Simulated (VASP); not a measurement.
A run of VASP 6.6.1 is set up as follows.

File INCAR:

```
SYSTEM = MnSi
  PREC = Accurate
  ENCUT = 520
  EDIFF = 1E-6
  ISMEAR = 0
  SIGMA = 0.05
  LREAL = .FALSE.
  LASPH = .TRUE.
  NELM = 80
  ALGO = Normal
  ISIF = 2
  LWAVE = .FALSE.
  LCHARG = .TRUE.
  GGA = PE
  LELF = .TRUE.
  LVHAR = .TRUE.
  NBANDS = 44
```

KPOINTS

```
regular mesh
0
G
  8 8 8
  0 0 0
```

Contents of POSCAR:

```
MnSi
1.0
    4.4671536792      0.0000000000      0.0000000000
    0.0000000000      4.4671536792      0.0000000000
    0.0000000000      0.0000000000      4.4671536792
Mn Si
4 4
Direct
    0.1377700686      0.1377700686      0.1377700686
    0.3622299314      0.8622299314      0.6377700686
    0.6377700686      0.3622299314      0.8622299314
    0.8622299314      0.6377700686      0.3622299314
    0.8458238780      0.8458238780      0.8458238780
    0.6541761220      0.1541761220      0.3458238780
    0.3458238780      0.6541761220      0.1541761220
    0.1541761220      0.3458238780      0.6541761220
```

Potentials or basis: VASP PAW PBE potentials, release 64 (Mn_pv, Si).

Run with:

```bash
$ cat potpaw_PBE.64/Mn_pv/POTCAR potpaw_PBE.64/Si/POTCAR > POTCAR
$ mpirun -np 1 vasp_std > vasp.out
```

Question: Predict the pressure.

Answer: 4.6 GPa.

Question: What does it give for the band gap on the k mesh?

Answer: Zero (band 34 reaches 11.86 eV, above the bottom of band 35 at 11.36 eV).

Forces on the atoms (eV/Å):
```
Mn   0.007  0.007  0.007
Mn  -0.007 -0.007  0.007
Mn   0.007 -0.007 -0.007
Mn  -0.007  0.007 -0.007
Si   0.000  0.000  0.000
Si   0.000  0.000  0.000
Si   0.000  0.000  0.000
Si   0.000  0.000  0.000
```

 Spin polarisation is off, so any magnetic state and its effect on volume and gap are missing.
